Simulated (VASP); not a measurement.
Cr:

```xyz
1
Lattice="-1.3942 1.3942 1.3942 1.3942 -1.3942 1.3942 1.3942 1.3942 -1.3942" Properties=species:S:1:pos:R:3 pbc="T T T"
Cr    0.0000    0.0000    0.0000
```

Base run:

- Program: VASP 6.6.1
- Functional: LDA
- Potentials or basis: VASP PAW LDA potentials, release 64 (Cr_pv)
- Cutoff: 500 eV
- k mesh: 16 × 16 × 16
- Occupations: methfessel-paxton, width 1 eV
- Spin: no spin polarisation

Its results: band gap on the k mesh zero (bands 6 and 7 overlap by 3.70 eV); pressure -2.2 GPa.

The run is repeated on the same cell with these changes: occupations from methfessel-paxton, width 1 eV to gaussian, width 0.6 eV. What comes out?

Band gap on the k mesh zero (bands 6 and 7 overlap by 3.71 eV); pressure 1.0 GPa.

Caveats: so wide a smearing shifts energies and pressures; an empty level that is flat over the whole mesh can mark a ghost state of the potentials, or a narrow d or f band; the run has no spin polarisation, though such a crystal can be magnetic.
